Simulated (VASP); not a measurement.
# AlN (Cm) in VASP: a series of runs

AlN is run at these levels: r2SCAN; tasks: single point.

Program: VASP 6.6.1. These are calculated values, not measurements. Logs are shortened: lines on timing, memory, paths and dates and some standing lists are left out, and cuts for length are marked.

## (1) The cell of the first run

Symmetry: Cm, No. 8, monoclinic system. The conventional cell has a = 5.381 Å, b = 3.107 Å, c = 10.206 Å, α = 90.00°, β = 102.69°, γ = 90.00°. Al (site symmetry m) has 5 N at 1.89 to 2.49 Å within 2.5 Å. Al (site symmetry m) has 4 N at 1.89 to 1.90 Å within 2.5 Å. Al (site symmetry m) has 4 N at 1.89 to 1.90 Å within 2.5 Å. Within 2.5 Å of Al (site symmetry m) lie 4 N at 1.89 to 1.90 Å. Within 2.5 Å of N (site symmetry m) lie 5 Al at 1.89 to 2.49 Å. Within 2.5 Å of N (site symmetry m) lie 4 Al at 1.89 to 1.90 Å. N (site symmetry m) has 4 Al at 1.89 to 1.90 Å within 2.5 Å. N (site symmetry m) has 4 Al at 1.89 to 1.90 Å within 2.5 Å.

## (2) Single point, r2SCAN

POSCAR reads:

```
AlN
1.0
   -3.1066653375      0.0000000000      0.0000000000
   -1.5533326688     -2.6904511034      0.0000000000
   -2.7181768371     -1.5693401286      9.9568096770
Al N
4 4
Direct
   -0.1943177766     -0.1943177766      0.9045964511
    0.0973322234      0.0973322234      0.4045964511
    0.5764905567      0.5764905567      0.1545964511
    0.2848405567      0.2848405567      0.6545964511
    0.2776844433      0.2776844433      0.0954035489
   -0.0139655567     -0.0139655567      0.5954035489
    0.4651927766      0.4651927766      0.3454035489
    0.1735427766      0.1735427766      0.8454035489
```

INCAR.step1 reads:

```
ALGO = Normal
EDIFF = 1E-4
ENCUT = 520
GGA = PE
ISMEAR = 0
LASPH = True
LCHARG = False
LREAL = False
LWAVE = True
NBANDS = 26
NELM = 80
PREC = Accurate
SIGMA = 0.05
```

INCAR.step2 reads:

```
ALGO = Normal
EDIFF = 1E-6
ENCUT = 520
ISIF = 2
ISMEAR = 0
ISTART = 1
LASPH = True
LCHARG = True
LELF = True
LMIXTAU = True
LREAL = False
LVHAR = True
LWAVE = False
METAGGA = R2SCAN
NBANDS = 26
NELM = 80
PREC = Accurate
SIGMA = 0.05
```

KPOINTS reads:

```
k-points
0
Gamma
  8 8 3
```

Potentials or basis: VASP PAW PBE potentials, release 64 (Al, N).

Command:

```bash
$ cat potpaw_PBE.64/Al/POTCAR potpaw_PBE.64/N/POTCAR > POTCAR
$ cp INCAR.step1 INCAR
$ mpirun -np 1 vasp_std > vasp.out
$ cp INCAR.step2 INCAR
$ mpirun -np 1 vasp_std > vasp.out
```

OUTCAR:

```text
EDIFF = 1E-6
   ENCUT = 520
   ISIF = 2
   ISMEAR = 0
   ISTART = 1
   LASPH = True
   LREAL = False
   METAGGA = R2SCAN
   NELM = 80
   PREC = Accurate

 ion  position               nearest neighbor table
   1  0.806  0.806  0.905-   8 1.89   8 1.89   8 1.89   5 2.49   5 2.49   3 2.53   4 3.07   4 3.07
                             4 3.07
   2  0.097  0.097  0.405-   7 1.89   7 1.89   7 1.89   6 1.90   3 3.07   4 3.07   4 3.07   3 3.07
                             3 3.07   4 3.07
   3  0.576  0.576  0.155-   5 1.89   5 1.89   5 1.89   7 1.90   1 2.53   2 3.07   2 3.07   2 3.07

   4  0.285  0.285  0.655-   6 1.89   6 1.89   6 1.89   8 1.90   1 3.07   2 3.07   2 3.07   1 3.07
                             1 3.07   2 3.07
   5  0.278  0.278  0.095-   3 1.89   3 1.89   3 1.89   1 2.49   1 2.49
   6  0.986  0.986  0.595-   4 1.89   4 1.89   4 1.89   2 1.90
   7  0.465  0.465  0.345-   2 1.89   2 1.89   2 1.89   3 1.90
   8  0.174  0.174  0.845-   1 1.89   1 1.89   1 1.89   4 1.90

  LATTYP: Found a base centered monoclinic cell.
 ALAT       =     5.3809022067
 B/A-ratio  =     0.5773502692
 C/A-ratio  =     1.8967369236
 COS(beta)  =    -0.2196930923

  Lattice vectors:

 A1 = (  -3.1066653375,   0.0000000000,   0.0000000000)
 A2 = (  -1.5533326688,  -2.6904511034,   0.0000000000)
 A3 = (   1.9418211692,   1.1211109748,   9.9568096770)

Analysis of symmetry for initial positions (statically):
=====================================================================
 Subroutine PRICEL returns:
 Original cell was already a primitive cell.

 Routine SETGRP: Setting up the symmetry group for a
 base centered monoclinic supercell.

 Subroutine GETGRP returns: Found  2 space group operations
 (whereof  2 operations were pure point group operations)
 out of a pool of  4 trial point group operations.

The static configuration has the point symmetry C_1h.

Analysis of symmetry for dynamics (positions and initial velocities):
=====================================================================
 Subroutine PRICEL returns:
 Original cell was already a primitive cell.

 Routine SETGRP: Setting up the symmetry group for a
 base centered monoclinic supercell.

 Subroutine GETGRP returns: Found  2 space group operations
 (whereof  2 operations were pure point group operations)
 out of a pool of  4 trial point group operations.

The dynamic configuration has the point symmetry C_1h.

 Subroutine INISYM returns: Found  2 space group operations
 (whereof  2 operations are pure point group operations),
 and found     1 'primitive' translations

----------------------------------------------------------------------------------------

                                     Primitive cell

  volume of cell :      83.2223

  direct lattice vectors                    reciprocal lattice vectors
    -3.106665337  0.000000000  0.000000000    -0.321888550  0.185842441 -0.058583022
    -1.553332669 -2.690451103  0.000000000     0.000000000 -0.371684882 -0.058583022
    -2.718176837 -1.569340129  9.956809677     0.000000000  0.000000000  0.100433777

  length of vectors
     3.106665337  3.106665338 10.439797541     0.376273334  0.376273334  0.100433777

  position of ions in fractional coordinates (direct lattice)
     0.805682223  0.805682223  0.904596451
     0.097332223  0.097332223  0.404596451
     0.576490557  0.576490557  0.154596451
     0.284840557  0.284840557  0.654596451
     0.277684443  0.277684443  0.095403549
     0.986034443  0.986034443  0.595403549
     0.465192777  0.465192777  0.345403549
     0.173542777  0.173542777  0.845403549

  ion indices of the primitive-cell ions
   primitive index   ion index
                 1           1
                 2           2
                 3           3
                 4           4
                 5           5
                 6           6
                 7           7
                 8           8

----------------------------------------------------------------------------------------

 KPOINTS: k-points

Automatic generation of k-mesh.
 Grid dimensions read from file:
 generate k-points for:    8    8    3

 Generating k-lattice:

  Cartesian coordinates                     Fractional coordinates (reciprocal lattice)
    -0.040236069  0.023230305 -0.007322878     0.125000000  0.000000000  0.000000000
     0.000000000 -0.046460610 -0.007322878     0.000000000  0.125000000  0.000000000
     0.000000000  0.000000000  0.033477926     0.000000000  0.000000000  0.333333333

  Length of vectors
     0.047034167  0.047034167  0.033477926

  Shift w.r.t. Gamma in fractional coordinates (k-lattice)
     0.000000000  0.000000000  0.000000000

 Subroutine IBZKPT returns following result:
 ===========================================

 Found     57 irreducible k-points:

 Following reciprocal coordinates:
            Coordinates               Weight
  0.000000  0.000000  0.000000      1.000000
  0.125000  0.000000 -0.000000      4.000000
  0.250000  0.000000 -0.000000      4.000000
  0.375000 -0.000000 -0.000000      4.000000
  0.500000  0.000000 -0.000000      2.000000
  0.125000  0.125000  0.000000      2.000000
[... 16 lines left out ...]
  0.125000  0.000000  0.333333      4.000000
  0.250000  0.000000  0.333333      4.000000
 [... further k-points ...]
   k-points           NKPTS =     57   k-points in BZ     NKDIM =     57   number of bands    NBANDS=     26
   number of dos      NEDOS =    301   number of ions     NIONS =      8
   total plane-waves  NPLWV =  46080
   dimension x,y,z NGX =    24 NGY =   24 NGZ =   80
   dimension x,y,z NGXF=    48 NGYF=   48 NGZF=  160
   ions per type =               4   4
   NGX,Y,Z   is equivalent  to a cutoff of  12.84, 12.84, 12.74 a.u.
   NGXF,Y,Z  is equivalent  to a cutoff of  25.69, 25.69, 25.48 a.u.
 SYSTEM =  unknown system
   PREC   = accura    normal or accurate (medium, high low for compatibility)
   ISTART =      1    job   : 0-new  1-cont  2-samecut
   ICHARG =      0    charge: 1-file 2-atom 10-const
   ISPIN  =      1    spin polarized calculation?
   LNONCOLLINEAR =      F non collinear calculations
   LSORBIT =      F    spin-orbit coupling
   LASPH  =      T    aspherical Exc in radial PAW
   ENCUT  =  520.0 eV  38.22 Ry    6.18 a.u.   5.78  5.78 19.41*2*pi/ulx,y,z
   NELM   =     80;   NELMIN=  2; NELMDL=  0     # of ELM steps
   EDIFF  = 0.1E-05   stopping-criterion for ELM
   LREAL  =      F    real-space projection
   EDIFFG = 0.1E-04   stopping-criterion for IOM
   NSW    =      0    number of steps for IOM
   IBRION =     -1    ionic relax: 0-MD 1-quasi-New 2-CG
   NFREE  =      0    steps in history (QN), initial steepest desc. (CG)
   ISIF   =      2    stress and relaxation
   ISYM   =      2    0-nonsym 1-usesym 2-fastsym
   POTIM  = 0.5000    time-step for ionic-motion
   TEBEG  =    0.0;   TEEND  =   0.0 temperature during run
   PSTRESS=    0.0 pullay stress
   NELECT =      32.0000    total number of electrons
   NUPDOWN=      -1.0000    fix difference up-down
   EMIN   =  10.00;   EMAX   =-10.00  energy-range for DOS
   EFERMI =   0.00;   METHOD = LEGACY
   ISMEAR =     0;   SIGMA  =   0.05  broadening in eV -4-tet -1-fermi 0-gaus
   EFERMI_NEDOS =   21; number of points for ismear=-14 and -15
   IALGO  =     38    algorithm
   IMIX   =      4    mixing-type and parameters
     AMIX     =   0.40;   BMIX     =  1.00
     AMIX_MAG =   1.60;   BMIX_MAG =  1.00
  volume/ion in A,a.u.               =      10.40        70.20
  Fermi-wavevector in a.u.,A,eV,Ry     =   1.190451  2.249626 19.281821  1.417174
  Thomas-Fermi vector in A             =   2.326535
   LORBIT       =      0    0 simple, 1 ext, 2 COOP (PROOUT), +10 PAW based schemes
   METAGGA = R2SCAN    functional components
   LHFCALC =     F    Hartree Fock is set to
   AEXX    =    0.0000 exact exchange contribution
   IVDW    =     0    specifies the selected vdW correction
   LEPSILON=     F    determine dielectric tensor
   LRPA    =     F    only Hartree local field effects (RPA)
 non-spin polarized calculation
 Gauss-broadening in eV      SIGMA  =   0.05
  energy-cutoff  :      520.00
  volume of cell :       83.22
 maximum number of plane-waves:      2257
   NGX = 11   NGY = 11   NGZ = 39

 number of electron      32.0000002 magnetization

 Free energy of the ion-electron system (eV)
  ---------------------------------------------------
  ext. energy  EPLUGINS =         0.00000000
  ---------------------------------------------------
  free energy    TOTEN  =       -75.31725459 eV

  energy without entropy =      -75.31725459  energy(sigma->0) =      -75.31725459

 E-fermi :   6.4990     XC(G=0): -11.4654

 val. band max:        6.2617333355   @ k =   0.0000   0.0000   0.0000
 cond. band min:       9.9177716160   @ k =   0.5000   0.0000   0.3333
 fundamental gap:      3.6560382805
 Fermi energy:         6.4990104854

 k-point     1 :       0.0000    0.0000    0.0000
  band No.  band energies     occupation
      1      -9.9914      2.00000
      2      -9.1105      2.00000
      3      -9.0795      2.00000
      4      -7.8492      2.00000
      5      -0.0354      2.00000
      6       2.5501      2.00000
[... 18 lines left out ...]
     25      17.7280      0.00000
     26      18.2113      0.00000

 k-point     2 :       0.1250    0.0000   -0.0000
  band No.  band energies     occupation
      1      -9.7844      2.00000
      2      -9.0288      2.00000
      3      -8.8093      2.00000
      4      -7.7435      2.00000
      5       0.2240      2.00000
      6       2.2988      2.00000
[... 18 lines left out ...]
     25      17.5713      0.00000
     26      18.2444      0.00000

 k-point     3 :       0.2500    0.0000   -0.0000
  band No.  band energies     occupation
      1      -9.2119      2.00000
      2      -8.6312      2.00000
      3      -8.2705      2.00000
      4      -7.4853      2.00000
      5       0.9079      2.00000
      6       1.5052      2.00000
[... 18 lines left out ...]
     25      17.3887      0.00000
     26      18.3809      0.00000

 k-point     4 :       0.3750   -0.0000   -0.0000
  band No.  band energies     occupation
      1      -8.4595      2.00000
      2      -8.0570      2.00000
      3      -7.7480      2.00000
      4      -7.2579      2.00000
      5       0.2766      2.00000
      6       0.9549      2.00000
[... 18 lines left out ...]
     25      17.9779      0.00000
     26      18.3318      0.00000

 k-point     5 :       0.5000    0.0000   -0.0000
  band No.  band energies     occupation
      1      -8.0128      2.00000
      2      -7.6895      2.00000
      3      -7.6099      2.00000
      4      -7.2240      2.00000
      5      -0.2557      2.00000
      6       0.4814      2.00000
[... 18 lines left out ...]
     25      17.7602      0.00000
     26      18.1787      0.00000

 k-point     6 :       0.1250    0.1250    0.0000
  band No.  band energies     occupation
      1      -9.7703      2.00000
      2      -9.1334      2.00000
      3      -8.6964      2.00000
      4      -7.7742      2.00000
      5       0.2710      2.00000
      6       2.0833      2.00000
[... 427 lines left out ...]
 k-point    21 :       0.5000    0.5000    0.0000
  band No.  band energies     occupation
      1      -7.9371      2.00000
      2      -7.8169      2.00000
      3      -7.4786      2.00000
      4      -7.3878      2.00000
      5       0.0950      2.00000
      6       0.4007      2.00000
[... 18 lines left out ...]
     25      17.5855      0.00000
     26      17.8766      0.00000

 k-point    22 :       0.0000    0.0000    0.3333
  band No.  band energies     occupation
      1      -9.8842      2.00000
      2      -9.5707      2.00000
      3      -8.5377      2.00000
      4      -8.0510      2.00000
      5       0.3371      2.00000
      6       1.3427      2.00000
[... 18 lines left out ...]
     25      18.1011      0.00000
     26      18.1938      0.00000

 k-point    23 :       0.1250    0.0000    0.3333
  band No.  band energies     occupation
      1      -9.7239      2.00000
      2      -9.2950      2.00000
      3      -8.4985      2.00000
      4      -7.8556      2.00000
      5       0.4245      2.00000
      6       1.6769      2.00000
[... 18 lines left out ...]
     25      17.6809      0.00000
     26      18.2500      0.00000

 k-point    24 :       0.2500    0.0000    0.3333
  band No.  band energies     occupation
      1      -9.1938      2.00000
      2      -8.7108      2.00000
      3      -8.1779      2.00000
      4      -7.5179      2.00000
      5       0.9780      2.00000
      6       1.5602      2.00000
[... 18 lines left out ...]
     25      17.3722      0.00000
     26      18.3712      0.00000

 [... further k-points ...]
[... 5 lines left out ...]
  --------------------------------------------------------------------------------------
  -------------------------------------------------------------------------------------
  Total       -2.1418142     -4.1465667      3.2538433      1.7361666      0.0923898      0.1600235
  in kB      -41.2337282    -79.8287735     62.6422632     33.4242897      1.7786672      3.0807374
  external PRESSURE =     -19.4734128 kB  Pullay stress =       0.0000000 kB

 VOLUME and BASIS-vectors are now :
 -----------------------------------------------------------------------------
  energy-cutoff  :      520.00
  volume of cell :       83.22
      direct lattice vectors                 reciprocal lattice vectors
    -3.106665337  0.000000000  0.000000000    -0.321888550  0.185842441 -0.058583022
    -1.553332669 -2.690451103  0.000000000     0.000000000 -0.371684882 -0.058583022
    -2.718176837 -1.569340129  9.956809677     0.000000000  0.000000000  0.100433777

 POSITION                                       TOTAL-FORCE (eV/Angst)
 -----------------------------------------------------------------------------------
     -6.21333     -3.58727      9.00689        -0.633800     -0.365925     -0.811285
     -1.55333     -0.89682      4.02849         0.002415      0.001394     -0.027716
     -3.10667     -1.79363      1.53929         0.363266      0.209732      1.885983
     -3.10667     -1.79363      6.51769         0.040454      0.023356     -0.013423
     -1.55333     -0.89682      0.94991        -0.104388     -0.060269     -0.720883
     -6.21333     -3.58727      5.92832         0.017655      0.010193     -0.031198
     -3.10667     -1.79363      3.43912        -0.035543     -0.020521      0.007538
     -3.10667     -1.79363      8.41752         0.349942      0.202039     -0.289016
 -----------------------------------------------------------------------------------
    total drift:                               -0.005945     -0.003433     -0.025353

  FREE ENERGIE OF THE ION-ELECTRON SYSTEM (eV)
  ---------------------------------------------------
  free  energy   TOTEN  =       -75.3172545868 eV

  energy  without entropy=      -75.3172545868  energy(sigma->0) =      -75.31725459
```

Run time: 3 min. Hardware: 1 thread of Intel Xeon 6975P-C (Granite Rapids), shared host; peak memory 0.26 GiB.

Results:

* Free energy: -75.3173 eV
* Pressure: -1.9 GPa
* Largest force: 1.932 eV/Å
* Band gap on the k mesh: 3.66 eV, indirect (least direct gap 4.00 eV)

Forces on the atoms (eV/Å):
```
Al  -0.634 -0.366 -0.811
Al   0.002  0.001 -0.028
Al   0.363  0.210  1.886
Al   0.040  0.023 -0.013
N   -0.104 -0.060 -0.721
N    0.018  0.010 -0.031
N   -0.036 -0.021  0.008
N    0.350  0.202 -0.289
```

Stress tensor (GPa, compression positive):
```
-4.12  3.34  0.31
 3.34 -7.98  0.18
 0.31  0.18  6.26
```

Caveat: the PAW data sets were made with another functional, which shifts forces and pressure a little.

(Part 1 of 2 ends here.)
